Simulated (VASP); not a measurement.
Input of a VASP 6.6.1 run:

File INCAR:

```
PREC = Accurate
ENCUT = 510
EDIFF = 1E-6
ISMEAR = 0
SIGMA = 0.1
LREAL = F
LASPH = T
NELM = 120
ALGO = Normal
ISIF = 2
LWAVE = F
LCHARG = T
LELF = T
LVHAR = T
NBANDS = 22
GGA_COMPAT = F
```

KPOINTS

```
Automatic mesh
0
Gamma
  6 6 6
```

Contents of POSCAR:

```
As
1.0
    1.8797494575      1.0852738553      3.4857700000
   -1.8797494575      1.0852738553      3.4857700000
    0.0000000000     -2.1705477106      3.4857700000
As
2
Direct
    0.2275400000      0.2275400000      0.2275400000
    0.7724600000      0.7724600000      0.7724600000
```

Potentials or basis: VASP PAW LDA potentials, release 64 (As_d).

Command:

```sh
$ cat potpaw_LDA.64/As_d/POTCAR > POTCAR
$ mpirun -np 1 vasp_std > vasp.out
```

Estimate the band gap on the k mesh.

zero (bands 15 and 16 overlap by 0.35 eV).

Estimate the largest force.

0.012 eV/Å.

Forces in eV/Å, atoms in the order of the input:
```
As   0.000  0.000 -0.012
As   0.000  0.000  0.012
```
